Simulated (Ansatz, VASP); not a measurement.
**Mg3SnO: VASP beside Ansatz**

Contents of POSCAR:

```
Mg3SnO
1.0
    4.2564285584      0.0000000000      0.0000000000
    0.0000000000      4.2564285584      0.0000000000
    0.0000000000      0.0000000000      4.2564285584
Sn O Mg
1 1 3
Direct
    0.0000000000      0.0000000000      0.0000000000
    0.5000000000      0.5000000000      0.5000000000
    0.5000000000      0.5000000000      0.0000000000
    0.5000000000      0.0000000000      0.5000000000
    0.0000000000      0.5000000000      0.5000000000
```

INCAR.step1

```
SYSTEM = Mg3SnO
ALGO = Normal
EDIFF = 1E-4
ENCUT = 520
GGA = PE
ISMEAR = -1
LASPH = .True.
LCHARG = .False.
LREAL = .False.
LWAVE = .True.
NBANDS = 21
NELM = 80
PREC = Accurate
SIGMA = 0.02
```

INCAR.step2

```
SYSTEM = Mg3SnO
ALGO = Normal
EDIFF = 1E-7
ENCUT = 520
ISIF = 2
ISMEAR = -1
ISTART = 1
LASPH = .True.
LCHARG = .True.
LELF = .True.
LMIXTAU = .True.
LREAL = .False.
LVHAR = .True.
LWAVE = .False.
METAGGA = R2SCAN
NBANDS = 21
NELM = 80
PREC = Accurate
SIGMA = 0.02
```

File KPOINTS:

```
k-points
0
Gamma
  6 6 6
  0 0 0
```

Input for Ansatz:

```yaml
crystal:
  lattice:
    - [4.2564285584, 0.0, 0.0]
    - [0.0, 4.2564285584, 0.0]
    - [0.0, 0.0, 4.2564285584]
  atoms:
    - { symbol: Sn, position: [0.0, 0.0, 0.0] }
    - { symbol: O, position: [0.5, 0.5, 0.5] }
    - { symbol: Mg, position: [0.5, 0.5, 0.0] }
    - { symbol: Mg, position: [0.5, 0.0, 0.5] }
    - { symbol: Mg, position: [0.0, 0.5, 0.5] }
kpoints:
  mp_grid: { grid: [6, 6, 6] }
hamiltonian:
  xc: r2scan
scf:
  occupations: { method: fermi_dirac, width: 0.02 }
  n_extra_bands: 5
output:
  forces: true
  stress: true
  eigenvalues: true
```

Alike in both runs: task single point; functional r2SCAN; k mesh 6 × 6 × 6; occupations fermi-dirac, width 0.02 eV; no spin polarisation.

|  | VASP | Ansatz |
| --- | --- | --- |
| version | VASP 6.6.1 | Ansatz 0.2.0 |
| potentials or method | VASP PAW PBE potentials, release 64 (Sn_d, O, Mg) | plane waves, PAW |
| plane-wave cutoff (eV) | 520 | 500 |
| valence electrons in the cell | 26 | 50 |

Ansatz gave:

```
pressure (GPa) : 5.4
```

Task: Which values does VASP return?

Result: Pressure (GPa): 4.9.

VASP's potentials were made for PBE, not for r2SCAN. The functional is the same, so the differences come from potentials, cutoffs and numerics. VASP's potentials hold 26 valence electrons a cell and Ansatz's 50, so a difference there can come from the potentials and not from the codes.
